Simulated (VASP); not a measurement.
Here is a VASP 6.6.1 calculation.

File INCAR:

```
ALGO     = Normal         # electronic algorithm
EDIFF    = 1E-6           # SCF threshold, eV
ENCUT    = 520            # plane-wave cutoff, eV
GGA      = PE             # functional
ISIF     = 2              # what is computed and relaxed
ISMEAR   = -1             # smearing method
LASPH    = True           # aspherical terms in the spheres
LCHARG   = False          # write CHGCAR
LREAL    = False          # projectors in reciprocal space
LWAVE    = False          # write WAVECAR
NBANDS   = 12             # bands
NELM     = 100            # most SCF steps
PREC     = Accurate       # precision mode
SIGMA    = 0.05           # smearing width, eV
```

KPOINTS

```
k-points
0
Gamma
  18 18 18
```

The input POSCAR:

```
Zn
1.0
    0.0000000000      1.9797748431      1.9797748431
    1.9797748431      0.0000000000      1.9797748431
    1.9797748431      1.9797748431      0.0000000000
Zn
1
Direct
    0.0000000000      0.0000000000      0.0000000000
```

Potentials or basis: VASP PAW PBE potentials, release 64 (Zn).

Launch:

```console
$ cat potpaw_PBE.64/Zn/POTCAR > POTCAR
$ mpirun -np 1 vasp_std > vasp.out
```

(1) Estimate the pressure.

(2) Predict the band gap on the k mesh.

## Answers

(1) -1.2 GPa.

(2) zero (band 6 reaches 4.56 eV, above the bottom of band 7 at 1.51 eV).
